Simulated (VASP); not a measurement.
# Si2Ni (I4mm) in VASP: notebook, part 2 of 2

VASP 6.6.1. Earlier steps stand in the parts before.

## Step 3: Single point, PBEsol (all Si atoms moved +0.375 Å, as atom 1 along Cartesian [1 0 0])

INCAR

```
SYSTEM = Si2Ni
ALGO = Normal
EDIFF = 1E-6
ENCUT = 520
GGA = PS
ISIF = 2
ISMEAR = 0
LASPH = .True.
LCHARG = .False.
LREAL = .False.
LWAVE = .False.
NBANDS = 16
NELM = 60
PREC = Accurate
SIGMA = 0.15
```

KPOINTS

```
k-points
0
Gamma
  16 16 16
  0 0 0
```

POSCAR

```
Si2Ni
1.0
    0.0000000000      2.6957048548      2.6957048548
    2.6957048548      0.0000000000      2.6957048548
    2.6957048548      2.6957048548      0.0000000000
Si Ni
2 1
Direct
    0.1804449077      0.3195550923      0.3195550923
    0.6804449077      0.8195550923      0.8195550923
    0.0000000000      0.0000000000      0.0000000000
```

Potentials or basis: VASP PAW PBE potentials, release 64 (Si, Ni).

On the command line:

```
$ cat potpaw_PBE.64/Si/POTCAR potpaw_PBE.64/Ni/POTCAR > POTCAR
$ mpirun -np 1 vasp_std > vasp.out
```

Wall time 3.8 min (1 thread of Intel Xeon 8259CL, shared host); peak memory 0.33 GiB.

The run converged. Its results:

- Free energy: -18.2756 eV
- Pressure: 9.5 GPa
- Largest force: 3.733 eV/Å
- Band gap on the k mesh: zero (bands 9 and 10 overlap by 1.59 eV)

Forces in eV/Å, atoms in the order of the input:
```
Si  -1.866  0.000  0.000
Si  -1.866  0.000  0.000
Ni   3.733  0.000  0.000
```

Stress tensor (GPa, compression positive):
```
 3.40  0.00  0.00
 0.00 12.60  0.00
 0.00  0.00 12.60
```

Levels at points of the mesh, in eV from the Fermi level:
```
           k point  band 6  band 7  band 8  band 9  band 10  band 11  band 12  band 13
(0.00, 0.00, 0.00)   -3.61   -0.33    0.98    0.98     2.19     2.65     3.01     3.01
(0.50, 0.00, 0.00)   -3.71   -3.38   -1.15   -1.11     0.98     1.86     2.59     2.77
(0.50, 0.50, 0.00)   -4.01   -3.59   -3.25   -3.05    -0.44     1.30     7.58     8.50
(0.00, 0.50, 0.50)   -3.41   -3.26   -3.26   -3.23    -0.51     1.26     8.16     8.21
```

Caveat: the cell differs from its parent crystal (all Si atoms moved +0.375 Å, as atom 1 along Cartesian [1 0 0]); the cell stands under pressure; the PAW data sets were made with another functional, which shifts forces and pressure a little. Spin polarisation is off, so any magnetic state and its effect on volume and gap are missing.

## Step 4: Single point, PBEsol (all Si atoms moved -0.250 Å, as atom 1 along Cartesian [1 0 0])

INCAR

```
SYSTEM = Si2Ni
ALGO = Normal
EDIFF = 1E-6
ENCUT = 520
GGA = PS
ISIF = 2
ISMEAR = 0
LASPH = .TRUE.
LCHARG = .FALSE.
LREAL = .FALSE.
LWAVE = .FALSE.
NBANDS = 16
NELM = 60
PREC = Accurate
SIGMA = 0.15
```

KPOINTS

```
k-points
0
G
  16 16 16
  0 0 0
```

POSCAR

```
Si2Ni
1.0
    0.0000000000      2.6957048548      2.6957048548
    2.6957048548      0.0000000000      2.6957048548
    2.6957048548      2.6957048548      0.0000000000
Si Ni
2 1
Direct
    0.2963700615      0.2036299385      0.2036299385
    0.7963700615      0.7036299385      0.7036299385
    0.0000000000      0.0000000000      0.0000000000
```

On the command line:

```
$ cat potpaw_PBE.64/Si/POTCAR potpaw_PBE.64/Ni/POTCAR > POTCAR
$ mpirun -np 1 vasp_std > vasp.out
```

Wall time 3.5 min (1 thread of Intel Xeon 8259CL, shared host); peak memory 0.33 GiB.

Results (log left out):

- Free energy: -18.6683 eV
- Pressure: 4.4 GPa
- Largest force: 2.534 eV/Å
- Band gap on the k mesh: zero (bands 9 and 10 overlap by 1.80 eV)

Forces in eV/Å, atoms in the order of the input:
```
Si   1.267  0.000  0.000
Si   1.267  0.000  0.000
Ni  -2.534  0.000  0.000
```

Stress tensor (GPa, compression positive):
```
1.70 0.00 0.00
0.00 5.70 0.00
0.00 0.00 5.70
```

Levels at points of the mesh, in eV from the Fermi level:
```tsv
k point	band 6	band 7	band 8	band 9	band 10	band 11	band 12	band 13
(0.00, 0.00, 0.00)	-3.59	-0.27	1.29	1.29	1.95	2.43	2.68	2.68
(0.50, 0.00, 0.00)	-3.55	-3.41	-1.31	-1.28	1.21	1.83	2.44	2.63
(0.50, 0.50, 0.00)	-3.83	-3.63	-3.30	-3.19	-0.43	1.32	7.65	8.44
(0.00, 0.50, 0.50)	-3.45	-3.45	-3.38	-3.27	-0.46	1.29	7.94	8.30
```

Caveat: the cell differs from its parent crystal (all Si atoms moved -0.250 Å, as atom 1 along Cartesian [1 0 0]); the cell stands under pressure; the PAW data sets were made with another functional, which shifts forces and pressure a little. Spin polarisation is off, so any magnetic state and its effect on volume and gap are missing.

## Step 5: Single point, PBEsol (all Si atoms moved +0.125 Å, as atom 1 along Cartesian [1 0 0])

INCAR

```
SYSTEM = Si2Ni
PREC = Accurate
ENCUT = 520
EDIFF = 1E-6
ISMEAR = 0
SIGMA = 0.15
LREAL = .FALSE.
LASPH = .TRUE.
NELM = 100
ALGO = Normal
ISIF = 2
LWAVE = .FALSE.
LCHARG = .FALSE.
GGA = PS
NBANDS = 16
```

KPOINTS

```
regular mesh
0
G
  16 16 16
  0 0 0
```

POSCAR

```
Si2Ni
1.0
    0.0000000000      2.6957048548      2.6957048548
    2.6957048548      0.0000000000      2.6957048548
    2.6957048548      2.6957048548      0.0000000000
Si Ni
2 1
Direct
    0.2268149692      0.2731850308      0.2731850308
    0.7268149692      0.7731850308      0.7731850308
    0.0000000000      0.0000000000      0.0000000000
```

Potentials or basis: VASP PAW PBE potentials, release 64 (Si, Ni).

On the command line:

```
$ cat potpaw_PBE.64/Si/POTCAR potpaw_PBE.64/Ni/POTCAR > POTCAR
$ mpirun -np 1 vasp_std > vasp.out
```

OUTCAR:

```text
SYSTEM = Si2Ni
   PREC = Accurate
   ENCUT = 520
   EDIFF = 1E-6
   ISMEAR = 0
   LREAL = .FALSE.
   LASPH = .TRUE.
   NELM = 100
   ISIF = 2
   GGA = PS

 ion  position               nearest neighbor table
   1  0.227  0.273  0.273-   3 2.26   3 2.26   3 2.41   3 2.41   2 2.70   2 2.70   2 2.70   2 2.70
                             2 2.70   2 2.70
   2  0.727  0.773  0.773-   3 2.26   3 2.26   3 2.41   3 2.41   1 2.70   1 2.70   1 2.70   1 2.70
                             1 2.70   1 2.70
   3  0.000  0.000  0.000-   2 2.26   1 2.26   1 2.26   2 2.26   1 2.41   1 2.41   2 2.41   2 2.41

  LATTYP: Found a face centered cubic cell.
 ALAT       =     5.3914097096

[... 644 lines left out ...]

 [... further k-points ...]
[... 5 lines left out ...]
  --------------------------------------------------------------------------------------
  -------------------------------------------------------------------------------------
  Total        0.1087736      0.3460402      0.3460402      0.0000000      0.0000000      0.0000000
  in kB        4.4482289     14.1510984     14.1510984      0.0000000      0.0000000      0.0000000
  external PRESSURE =      10.9168086 kB  Pullay stress =       0.0000000 kB

 VOLUME and BASIS-vectors are now :
 -----------------------------------------------------------------------------
  energy-cutoff  :      520.00
  volume of cell :       39.18
      direct lattice vectors                 reciprocal lattice vectors
     0.000000000  2.695704855  2.695704855    -0.185480246  0.185480246  0.185480246
     2.695704855  0.000000000  2.695704855     0.185480246 -0.185480246  0.185480246
     2.695704855  2.695704855  0.000000000     0.185480246  0.185480246 -0.185480246

 POSITION                                       TOTAL-FORCE (eV/Angst)
 -----------------------------------------------------------------------------------
      1.47285      1.34785      1.34785        -0.636708      0.000000      0.000000
      4.16856      4.04356      4.04356        -0.636708      0.000000      0.000000
      0.00000      0.00000      0.00000         1.273416      0.000000      0.000000
 -----------------------------------------------------------------------------------
    total drift:                                0.000004      0.000001      0.000001

  FREE ENERGIE OF THE ION-ELECTRON SYSTEM (eV)
  ---------------------------------------------------
  free  energy   TOTEN  =       -18.9065412447 eV

  energy  without entropy=      -18.8961221648  energy(sigma->0) =      -18.90133170
```

Run time: 6 min. Hardware: 1 thread of Intel Xeon 8259CL, shared host; peak memory 0.33 GiB.

What came out:

| Property | Result |
| --- | --- |
| Free energy | -18.9065 eV |
| Pressure | 1.1 GPa |
| Largest force | 1.273 eV/Å |
| Band gap on the k mesh | zero (bands 9 and 10 overlap by 2.00 eV) |

Forces on the atoms (eV/Å):
```
Si  -0.637  0.000  0.000
Si  -0.637  0.000  0.000
Ni   1.273  0.000  0.000
```

Levels at points of the mesh, in eV from the Fermi level:
| k point | band 6 | band 7 | band 8 | band 9 | band 10 | band 11 | band 12 | band 13 |
| --- | --- | --- | --- | --- | --- | --- | --- | --- |
| (0.00, 0.00, 0.00) | -3.57 | -0.22 | 1.57 | 1.57 | 1.79 | 2.29 | 2.40 | 2.40 |
| (0.50, 0.00, 0.00) | -3.43 | -3.40 | -1.42 | -1.41 | 1.48 | 1.82 | 2.11 | 2.65 |
| (0.50, 0.50, 0.00) | -3.71 | -3.66 | -3.44 | -3.17 | -0.42 | 1.33 | 7.73 | 8.40 |
| (0.00, 0.50, 0.50) | -3.60 | -3.60 | -3.46 | -3.19 | -0.42 | 1.32 | 7.81 | 8.36 |

Caveat: the cell differs from its parent crystal (all Si atoms moved +0.125 Å, as atom 1 along Cartesian [1 0 0]); the PAW data sets were made with another functional, which shifts forces and pressure a little. Spin polarisation is off, so any magnetic state and its effect on volume and gap are missing.

## Step 6: Single point, PBEsol (all Si atoms moved +0.438 Å, as atom 1 along Cartesian [1 0 0])

Edit INCAR of step 5 so:

```diff
@@ -8,3 +8,3 @@
 LASPH = .TRUE.
-NELM = 100
+NELM = 80
 ALGO = Normal
```

KPOINTS

```
Automatic mesh
0
G
  16 16 16
  0 0 0
```

POSCAR

```
Si2Ni
1.0
    0.0000000000      2.6957048548      2.6957048548
    2.6957048548      0.0000000000      2.6957048548
    2.6957048548      2.6957048548      0.0000000000
Si Ni
2 1
Direct
    0.1688523923      0.3311476077      0.3311476077
    0.6688523923      0.8311476077      0.8311476077
    0.0000000000      0.0000000000      0.0000000000
```

Potentials or basis: VASP PAW PBE potentials, release 64 (Si, Ni).

On the command line:

```
$ cat potpaw_PBE.64/Si/POTCAR potpaw_PBE.64/Ni/POTCAR > POTCAR
$ mpirun -np 1 vasp_std > vasp.out
```

It took 6.2 min on 1 thread of Intel Xeon 8259CL, shared host; peak memory 0.33 GiB.

It converged, with:

```yaml
Free_energy: -18.0250 eV
Pressure: 12.7 GPa
Largest_force: 4.282 eV/Å
Band_gap_on_the_k_mesh: zero (bands 9 and 10 overlap by 1.54 eV)
```

Forces in eV/Å, atoms in the order of the input:
```
Si  -2.141  0.000  0.000
Si  -2.141  0.000  0.000
Ni   4.282  0.000  0.000
```

Stress tensor (GPa, compression positive):
```
 4.32  0.00  0.00
 0.00 16.95  0.00
 0.00  0.00 16.95
```

Levels at points of the mesh, in eV from the Fermi level:
```tsv
k point	band 7	band 8	band 9	band 10	band 11	band 12
(0.00, 0.00, 0.00)	-0.36	0.81	0.81	2.32	2.79	3.18
(0.50, 0.00, 0.00)	-3.35	-1.04	-1.02	0.89	1.88	2.58
(0.50, 0.50, 0.00)	-3.56	-3.25	-2.91	-0.44	1.29	7.55
(0.00, 0.50, 0.50)	-3.17	-3.17	-3.13	-0.54	1.24	8.15
```

Caveat: the cell differs from its parent crystal (all Si atoms moved +0.438 Å, as atom 1 along Cartesian [1 0 0]); the cell stands under pressure; the PAW data sets were made with another functional, which shifts forces and pressure a little. Spin polarisation is off, so any magnetic state and its effect on volume and gap are missing.

## Step 7: Overview

| cell | gap on the mesh (eV) | pressure (GPa) | largest force (eV/Å) |
| --- | --- | --- | --- |
| as given, atomic positions A | none | 16.3 | 4.77 |
| as given, atomic positions B | none | 9.5 | 3.73 |
| as given, atomic positions C | none | 4.4 | 2.53 |
| as given, atomic positions D | none | 1.1 | 1.27 |
| as given, atomic positions E | none | 12.7 | 4.28 |

Alike in all rows: task single point; level PBEsol; potentials or basis VASP PAW PBE potentials, release 64 (Si, Ni); no spin polarisation; k mesh 16 × 16 × 16; cutoff (eV) 520; smearing gaussian 0.15 eV.

Caveats: the PAW data sets were made with another functional, which shifts forces and pressure a little; the cell stands under pressure (at least some runs).

Absolute energies hang on the potentials; compare differences alone.
